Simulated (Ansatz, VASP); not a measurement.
## HfB2 in VASP and in Ansatz

```
CELL_PARAMETERS angstrom
3.18132 0.00000 0.00000
-1.59066 2.75510 0.00000
0.00000 0.00000 3.52579
ATOMIC_POSITIONS crystal
Hf 0.00000 0.00000 0.00000
B 0.33333 0.66667 0.50000
B 0.66667 0.33333 0.50000
```

Change from the starting cell: volume scaled by 1.04, crystal datasets.

Alike in both runs: task electric field gradients; functional PBEsol; k mesh 13 × 13 × 11; occupations fermi-dirac, width 0.05 eV; no spin polarisation.

|  | VASP | Ansatz |
| --- | --- | --- |
| version | VASP 6.6.1 | Ansatz 0.2.0 |
| potentials or method | VASP PAW PBE potentials, release 64 (Hf_pv, B), cutoff 520 eV | all-electron PAW with datasets made for the crystal, scalar-relativistic |

|  | VASP | Ansatz | Ansatz less VASP |
| --- | --- | --- | --- |
| pressure (GPa) | -13.5 | -13.2 | +0.28 |
| size of Vzz on the site where it differs most (V/Å²) | 78.4 | 110.9 | +32.48 |

VASP's potentials were made for PBE, not for PBEsol. Ansatz ran all-electron here, and VASP with PAW potentials.

Neither program's run includes spin-orbit coupling.
